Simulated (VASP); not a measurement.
# Ge2Te3O (P6/mmm) in VASP: a series of runs, part 3 of 3

VASP 6.6.1. Earlier steps stand in the parts before.

### Step 4. Relaxation of cell and atoms, PBE

This run uses another cell than the first one, of 27.38 Å³/atom.

Contents of INCAR:

```
SYSTEM = Ge2Te3O
PREC     = Accurate       ! precision mode
ENCUT    = 600            ! plane-wave cutoff, eV
EDIFF    = 1E-6           ! SCF threshold, eV
ISMEAR   = 0              ! smearing method
SIGMA    = 0.1            ! smearing width, eV
LREAL    = .FALSE.        ! projectors in reciprocal space
LASPH    = .TRUE.         ! aspherical terms in the spheres
NELM     = 100            ! most SCF steps
ALGO     = Normal         ! electronic algorithm
ISIF     = 3              ! what is computed and relaxed
LWAVE    = .FALSE.        ! write WAVECAR
LCHARG   = .FALSE.        ! write CHGCAR
GGA      = PE             ! functional
IBRION   = 2              ! ionic algorithm
NSW      = 90             ! ionic steps
EDIFFG   = -0.04          ! ionic threshold
```

Contents of KPOINTS:

```
Automatic mesh
0
G
  6 6 2
  0 0 0
```

Contents of POSCAR:

```
Ge2Te3O
1.0
    5.0299183600      0.0000000000      0.0000000000
   -2.5149591800      4.3560370800      0.0000000000
    0.0000000000      0.0000000000      7.4978178700
Ge Te O
2 3 1
Direct
    0.0000000000      0.0000000000      0.7537976500
    0.0000000000      0.0000000000      0.2462023500
    0.5000000000      0.0000000000      0.0000000000
    0.0000000000      0.5000000000      0.0000000000
    0.5000000000      0.5000000000      0.0000000000
    0.0000000000      0.0000000000      0.5000000000
```

Potentials or basis: VASP PAW PBE potentials, release 64 (Ge_d, Te, O).

Launch:

```
cat potpaw_PBE.64/Ge_d/POTCAR potpaw_PBE.64/Te/POTCAR potpaw_PBE.64/O/POTCAR > POTCAR
mpirun -np 1 vasp_std > vasp.out
```

OUTCAR:

```text
SYSTEM = Ge2Te3O
   PREC = Accurate
   ENCUT = 600
   EDIFF = 1E-6
   ISMEAR = 0
   LREAL = .FALSE.
   LASPH = .TRUE.
   NELM = 100
   ISIF = 3
   GGA = PE
   IBRION = 2
   NSW = 90
   EDIFFG = -0.04

 ion  position               nearest neighbor table
   1  0.000  0.000  0.754-   6 1.90   3 3.12   3 3.12   4 3.12   4 3.12   5 3.12   5 3.12
   2  0.000  0.000  0.246-   6 1.90   3 3.12   3 3.12   4 3.12   4 3.12   5 3.12   5 3.12
   3  0.500  0.000  0.000-   4 2.51   5 2.51   5 2.51   4 2.51   1 3.12   1 3.12   2 3.12   2 3.12

   4  0.000  0.500  0.000-   5 2.51   5 2.51   3 2.51   3 2.51   1 3.12   2 3.12   1 3.12   2 3.12

   5  0.500  0.500  0.000-   4 2.51   4 2.51   3 2.51   3 2.51   1 3.12   2 3.12   1 3.12   2 3.12

   6  0.000  0.000  0.500-   1 1.90   2 1.90

  LATTYP: Found a hexagonal cell.
 ALAT       =     5.0299183600
 C/A-ratio  =     1.4906440489

  Lattice vectors:

 A1 = (   5.0299183600,   0.0000000000,   0.0000000000)
 A2 = (  -2.5149591800,   4.3560370800,   0.0000000000)
 A3 = (   0.0000000000,   0.0000000000,   7.4978178700)

Analysis of symmetry for initial positions (statically):
=====================================================================
 Subroutine PRICEL returns:
 Original cell was already a primitive cell.

 Routine SETGRP: Setting up the symmetry group for a
 hexagonal supercell.

 Subroutine GETGRP returns: Found 24 space group operations
 (whereof 24 operations were pure point group operations)
 out of a pool of 24 trial point group operations.

The static configuration has the point symmetry D_6h.

Analysis of symmetry for dynamics (positions and initial velocities):
=====================================================================
 Subroutine PRICEL returns:
 Original cell was already a primitive cell.

 Routine SETGRP: Setting up the symmetry group for a
 hexagonal supercell.

 Subroutine GETGRP returns: Found 24 space group operations
 (whereof 24 operations were pure point group operations)
 out of a pool of 24 trial point group operations.

The dynamic configuration has the point symmetry D_6h.

 Subroutine INISYM returns: Found 24 space group operations
 (whereof 24 operations are pure point group operations),
 and found     1 'primitive' translations

----------------------------------------------------------------------------------------

                                     Primitive cell

  volume of cell :     164.2810

  direct lattice vectors                    reciprocal lattice vectors
     5.029918360  0.000000000  0.000000000     0.198810384  0.114783229  0.000000000
    -2.514959180  4.356037080  0.000000000     0.000000000  0.229566457  0.000000000
     0.000000000  0.000000000  7.497817870     0.000000000  0.000000000  0.133372138

  length of vectors
     5.029918360  5.029918361  7.497817870     0.229566457  0.229566457  0.133372138

  position of ions in fractional coordinates (direct lattice)
     0.000000000  0.000000000  0.753797650
     0.000000000  0.000000000  0.246202350
     0.500000000  0.000000000  0.000000000
     0.000000000  0.500000000  0.000000000
     0.500000000  0.500000000  0.000000000
     0.000000000  0.000000000  0.500000000

  ion indices of the primitive-cell ions
   primitive index   ion index
                 1           1
                 2           2
                 3           3
                 4           4
                 5           5
                 6           6

[... 37 lines left out ...]
  0.333333 -0.000000  0.500000      6.000000
  0.500000 -0.000000  0.500000      3.000000
  0.166667  0.166667  0.500000      6.000000
  0.333333  0.166667  0.500000     12.000000
  0.333333  0.333333  0.500000      2.000000
   k-points           NKPTS =     14   k-points in BZ     NKDIM =     14   number of bands    NBANDS=     31
   number of dos      NEDOS =    301   number of ions     NIONS =      6
   total plane-waves  NPLWV =  96000
   dimension x,y,z NGX =    40 NGY =   40 NGZ =   60
   dimension x,y,z NGXF=    80 NGYF=   80 NGZF=  120
   ions per type =               2   3   1
   NGX,Y,Z   is equivalent  to a cutoff of  13.22, 13.22, 13.30 a.u.
   NGXF,Y,Z  is equivalent  to a cutoff of  26.44, 26.44, 26.61 a.u.
 SYSTEM =  Ge2Te3O
   PREC   = accura    normal or accurate (medium, high low for compatibility)
   ISTART =      0    job   : 0-new  1-cont  2-samecut
   ICHARG =      2    charge: 1-file 2-atom 10-const
   ISPIN  =      1    spin polarized calculation?
   LNONCOLLINEAR =      F non collinear calculations
   LSORBIT =      F    spin-orbit coupling
   LASPH  =      T    aspherical Exc in radial PAW
   ENCUT  =  600.0 eV  44.10 Ry    6.64 a.u.  10.05 10.05 14.98*2*pi/ulx,y,z
   NELM   =    100;   NELMIN=  2; NELMDL= -5     # of ELM steps
   EDIFF  = 0.1E-05   stopping-criterion for ELM
   LREAL  =      F    real-space projection
   EDIFFG = -.4E-01   stopping-criterion for IOM
   NSW    =     90    number of steps for IOM
   IBRION =      2    ionic relax: 0-MD 1-quasi-New 2-CG
   NFREE  =      1    steps in history (QN), initial steepest desc. (CG)
   ISIF   =      3    stress and relaxation
   ISYM   =      2    0-nonsym 1-usesym 2-fastsym
   POTIM  = 0.5000    time-step for ionic-motion
   TEBEG  =    0.0;   TEEND  =   0.0 temperature during run
   PSTRESS=    0.0 pullay stress
   NELECT =      52.0000    total number of electrons
   NUPDOWN=      -1.0000    fix difference up-down
   EMIN   =  10.00;   EMAX   =-10.00  energy-range for DOS
   EFERMI =   0.00;   METHOD = LEGACY
   ISMEAR =     0;   SIGMA  =   0.10  broadening in eV -4-tet -1-fermi 0-gaus
   EFERMI_NEDOS =   21; number of points for ismear=-14 and -15
   IALGO  =     38    algorithm
   IMIX   =      4    mixing-type and parameters
     AMIX     =   0.40;   BMIX     =  1.00
     AMIX_MAG =   1.60;   BMIX_MAG =  1.00
  volume/ion in A,a.u.               =      27.38       184.77
  Fermi-wavevector in a.u.,A,eV,Ry     =   1.115698  2.108364 16.936300  1.244783
  Thomas-Fermi vector in A             =   2.252306
   LORBIT       =      0    0 simple, 1 ext, 2 COOP (PROOUT), +10 PAW based schemes
   GGA     = PE    functional components
   LHFCALC =     F    Hartree Fock is set to
   AEXX    =    0.0000 exact exchange contribution
   IVDW    =     0    specifies the selected vdW correction
   LEPSILON=     F    determine dielectric tensor
   LRPA    =     F    only Hartree local field effects (RPA)
 conjugate gradient relaxation of ions
 non-spin polarized calculation
 Gauss-broadening in eV      SIGMA  =   0.10
  energy-cutoff  :      600.00
  volume of cell :      164.28
 maximum number of plane-waves:      5514
   NGX = 21   NGY = 21   NGZ = 29

--------------------------------------- Ionic step        1  -------------------------------------------

 number of electron      52.0000025 magnetization

 Free energy of the ion-electron system (eV)
  ---------------------------------------------------
  ext. energy  EPLUGINS =         0.00000000
  ---------------------------------------------------
  free energy    TOTEN  =       -15.47014344 eV

  energy without entropy =      -15.44840049  energy(sigma->0) =      -15.45927196

------------------------ aborting loop because EDIFF is reached ----------------------------------------

  FORCE on cell =-STRESS in cart. coord.  units (eV):
  Direction    XX          YY          ZZ          XY          YZ          ZX
  --------------------------------------------------------------------------------------
  -------------------------------------------------------------------------------------
  Total       48.1006229     48.1006229     -0.9617655      0.0000000      0.0000000     -0.0000000
  in kB      469.1091373    469.1091376     -9.3797741      0.0000000      0.0000000     -0.0000000
  external PRESSURE =     309.6128336 kB  Pullay stress =       0.0000000 kB
[... 101 lines left out ...]
  FREE ENERGIE OF THE ION-ELECTRON SYSTEM (eV)
  ---------------------------------------------------
  free  energy   TOTEN  =       -23.5291675806 eV

  energy  without entropy=      -23.5195043613  energy(sigma->0) =      -23.52433597

[... ionic steps 4 to 10 ...]

--------------------------------------- Ionic step       11  -------------------------------------------

 number of electron      51.9999939 magnetization

------------------------ aborting loop because EDIFF is reached ----------------------------------------
[... 75 lines left out ...]
--------------------------------------- Ionic step       13  -------------------------------------------

 number of electron      51.9999930 magnetization

 Free energy of the ion-electron system (eV)
  ---------------------------------------------------
  ext. energy  EPLUGINS =         0.00000000
  ---------------------------------------------------
  free energy    TOTEN  =       -23.86447679 eV

  energy without entropy =      -23.86047892  energy(sigma->0) =      -23.86247785

 E-fermi :   2.3826     XC(G=0):  -7.4688

 val. band max:        2.2778480825   @ k =   0.3333  -0.0000   0.5000
 cond. band min:       2.4219327210   @ k =   0.3333   0.3333   0.0000
 fundamental gap:      0.1440846385
 Fermi energy:         2.3825821604

 k-point     1 :       0.0000    0.0000    0.0000
  band No.  band energies     occupation
      1     -22.9874      2.00000
      2     -22.8302      2.00000
      3     -22.8302      2.00000
      4     -22.8287      2.00000
      5     -22.8287      2.00000
      6     -22.8095      2.00000
[... 498 lines left out ...]
  FREE ENERGIE OF THE ION-ELECTRON SYSTEM (eV)
  ---------------------------------------------------
  free  energy   TOTEN  =       -23.8644767898 eV

  energy  without entropy=      -23.8604789168  energy(sigma->0) =      -23.86247785

 reached required accuracy - stopping structural energy minimisation
```

It took 33 min on 1 thread of Intel Xeon 8259CL, shared host; peak memory 0.33 GiB.

Results:

| Property | Result |
| --- | --- |
| Free energy | -23.8645 eV |
| Relaxed volume | 36.77 Å³/atom |
| Relaxed cell | a = 6.191 Å, b = 6.191 Å, c = 6.646 Å, α = 90.00°, β = 90.00°, γ = 120.00° |
| Space group after relaxing (to 0.1 Å) | P6/mmm (No. 191) |
| Energy gained by relaxing | 1399.1 meV/atom |
| Ionic steps | 13 |
| Pressure after relaxing | 0.0 GPa |
| Largest force after relaxing | 0.019 eV/Å |
| Band gap on the k mesh | zero (bands 26 and 27 overlap by 2.25 eV) |

Forces in eV/Å, atoms in the order of the input:
```
Ge   0.000  0.000 -0.019
Ge   0.000  0.000  0.019
Te   0.000  0.000  0.000
Te   0.000  0.000  0.000
Te   0.000  0.000  0.000
O    0.000  0.000  0.000
```

The path:
```tsv
step	energy change (eV)	largest force (eV/Å)	pressure (GPa)	volume (Å³)
1	0.0000	2.1986	30.96	164.28
2	-6.3516	0.7118	-4.62	313.48
3	-8.0590	0.1579	-0.81	241.43
4	-8.0644	0.0864	-1.35	246.28
5	-8.0657	0.1125	-1.18	244.48
6	-8.1488	1.5391	0.29	235.60
7	-8.1546	1.1675	-0.02	237.32
8	-8.2588	0.9599	0.00	232.41
9	-8.3813	0.2576	0.45	217.47
10	-8.3863	0.4665	0.34	220.38
11	-8.3868	0.4050	0.32	219.46
12	-8.3670	0.7349	-0.65	222.99
13	-8.3943	0.0188	0.01	220.65
```

Final structure:
```cif
data_structure
_symmetry_space_group_name_H-M 'P 1'
_symmetry_Int_Tables_number 1
_cell_length_a 6.1914
_cell_length_b 6.1914
_cell_length_c 6.6465
_cell_angle_alpha 90.000
_cell_angle_beta 90.000
_cell_angle_gamma 120.000
_cell_volume 220.65
loop_
_atom_site_label
_atom_site_type_symbol
_atom_site_fract_x
_atom_site_fract_y
_atom_site_fract_z
_atom_site_occupancy
Ge1 Ge 0.00000 0.00000 0.76964 1
Ge2 Ge 0.00000 0.00000 0.23036 1
Te1 Te 0.50000 0.00000 0.00000 1
Te2 Te 0.00000 0.50000 0.00000 1
Te3 Te 0.50000 0.50000 0.00000 1
O1 O 0.00000 0.00000 0.50000 1
```

Caveat: the k points lie up to 0.47 Å⁻¹ apart in the final cell, too coarse for converged energies and pressures of a metal; the volume moved by over 15 % at a fixed basis, so the end points are rough; spin-orbit coupling is left out, which moves the levels of the heavy elements.

### Step 5. Relaxation of cell and atoms, PBE

This run uses another cell than the first one, of 37.55 Å³/atom.

Contents of INCAR:

```
SYSTEM = Ge2Te3O
ALGO = Normal
EDIFF = 1E-7
EDIFFG = -0.01
ENCUT = 600
GGA = PE
IBRION = 2
ISIF = 3
ISMEAR = 0
LASPH = .TRUE.
LCHARG = .FALSE.
LREAL = .FALSE.
LWAVE = .FALSE.
NELM = 60
NSW = 100
PREC = Accurate
SIGMA = 0.1
```

Contents of KPOINTS:

```
k-points
0
G
  6 6 6
  0 0 0
```

Contents of POSCAR:

```
Ge2Te3O
1.0
    6.3146939224      0.0000000000      0.0000000000
   -3.1573469612      5.4686853539      0.0000000000
    0.0000000000      0.0000000000      6.5247591220
Ge Te O
2 3 1
Direct
    0.0000000000      0.0000000000      0.7753463083
    0.0000000000      0.0000000000      0.2246536917
    0.5000000000      0.0000000000      0.0000000000
    0.0000000000      0.5000000000      0.0000000000
    0.5000000000      0.5000000000      0.0000000000
    0.0000000000      0.0000000000      0.5000000000
```

Launch:

```
cat potpaw_PBE.64/Ge_d/POTCAR potpaw_PBE.64/Te/POTCAR potpaw_PBE.64/O/POTCAR > POTCAR
mpirun -np 1 vasp_std > vasp.out
```

Run time: 40 min. Hardware: 1 thread of Intel Xeon 8259CL, shared host; peak memory 0.52 GiB.

It converged, with:

```yaml
Free_energy: -23.9644 eV
Relaxed_volume: 36.70 Å³/atom
Relaxed_cell: a = 6.219 Å, b = 6.219 Å, c = 6.575 Å, α = 90.00°, β = 90.00°, γ = 120.00°
Space_group_after_relaxing_to_0.1_Å: P6/mmm (No. 191)
Energy_gained_by_relaxing: 5.6 meV/atom
Ionic_steps: 7
Pressure_after_relaxing: 0.0 GPa
Largest_force_after_relaxing: 0.009 eV/Å
Band_gap_on_the_k_mesh: zero (bands 26 and 27 overlap by 2.29 eV)
```

Forces on the atoms (eV/Å):
```
Ge   0.000  0.000  0.009
Ge   0.000  0.000 -0.009
Te   0.000  0.000  0.000
Te   0.000  0.000  0.000
Te   0.000  0.000  0.000
O    0.000  0.000  0.000
```

Step by step:
| step | energy change (eV) | largest force (eV/Å) | pressure (GPa) | volume (Å³) |
| --- | --- | --- | --- | --- |
| 1 | 0.0000 | 0.1674 | -0.93 | 225.32 |
| 2 | -0.0312 | 0.0547 | 0.23 | 218.28 |
| 3 | -0.0313 | 0.0420 | 0.16 | 218.67 |
| 4 | -0.0320 | 0.1705 | -0.03 | 219.37 |
| 5 | -0.0324 | 0.0908 | 0.04 | 219.10 |
| 6 | -0.0331 | 0.0520 | 0.03 | 219.52 |
| 7 | -0.0334 | 0.0091 | 0.00 | 220.20 |

Final structure:
```
Ge Te O
1.0
     6.21860    0.00000    0.00000
    -3.10930    5.38546    0.00000
     0.00000    0.00000    6.57505
Ge Te O
2 3 1
Direct
  0.00000 0.00000 0.77285
  0.00000 0.00000 0.22715
  0.50000 0.00000 0.00000
  0.00000 0.50000 0.00000
  0.50000 0.50000 0.00000
  0.00000 0.00000 0.50000
```

Levels at points of the mesh, in eV from the Fermi level:
```csv
k point,band 22,band 23,band 24,band 25,band 26,band 27,band 28,band 29,band 30,band 31
"(0.00, 0.00, 0.00)",-3.65,-1.26,-0.37,-0.37,0.55,0.55,1.33,2.22,2.39,2.39
"(0.50, 0.00, 0.00)",-2.20,-1.42,-1.32,-1.06,-0.96,-0.83,1.00,1.92,2.04,2.41
"(0.00, 0.00, 0.50)",-4.20,-2.14,-0.44,-0.44,1.46,1.46,1.85,1.85,2.22,3.92
"(0.50, 0.00, 0.50)",-2.46,-1.42,-1.36,-1.29,-0.78,-0.51,0.25,2.55,2.64,3.23
```

Caveat: spin-orbit coupling is left out, which moves the levels of the heavy elements.

### Step 6. The runs side by side

| task | cell | k mesh | cutoff (eV) | gap on the mesh (eV) | pressure (GPa) | relaxed volume (Å³/atom) | largest force (eV/Å) |
| --- | --- | --- | --- | --- | --- | --- | --- |
| single point | a = 6.223, b = 6.223, c = 6.582 Å, angles 90.0, 90.0, 120.0°, 6 atoms, atomic positions A | 6 × 6 × 6 | 520 | none | -0.1 | - | - |
| relaxation of cell and atoms | relaxed from a = 6.233, b = 6.233, c = 6.708 Å, angles 90.0, 90.0, 120.0°, 6 atoms, atomic positions B | 3 × 3 × 4 | 600 | none | 0.0 | 37.30 | 0.02 |
| relaxation of cell and atoms | relaxed from a = 5.030, b = 5.030, c = 7.498 Å, angles 90.0, 90.0, 120.0°, 6 atoms, atomic positions C | 6 × 6 × 2 | 600 | none | 0.0 | 36.77 | 0.02 |
| relaxation of cell and atoms | relaxed from a = 6.315, b = 6.315, c = 6.525 Å, angles 90.0, 90.0, 120.0°, 6 atoms, atomic positions D | 6 × 6 × 6 | 600 | none | 0.0 | 36.70 | 0.01 |

Alike in all rows: level PBE; potentials or basis VASP PAW PBE potentials, release 64 (Ge_d, Te, O); no spin polarisation; smearing gaussian 0.1 eV.

Caveats: some runs use coarse meshes; spin-orbit coupling is left out, which moves the levels of the heavy elements; the volume moved by over 15 % at a fixed basis, so the end points are rough (at least some runs).

Absolute energies hang on the potentials; compare differences alone.

The gap in the log of VASP goes by the Fermi energy; the results here count the filled bands.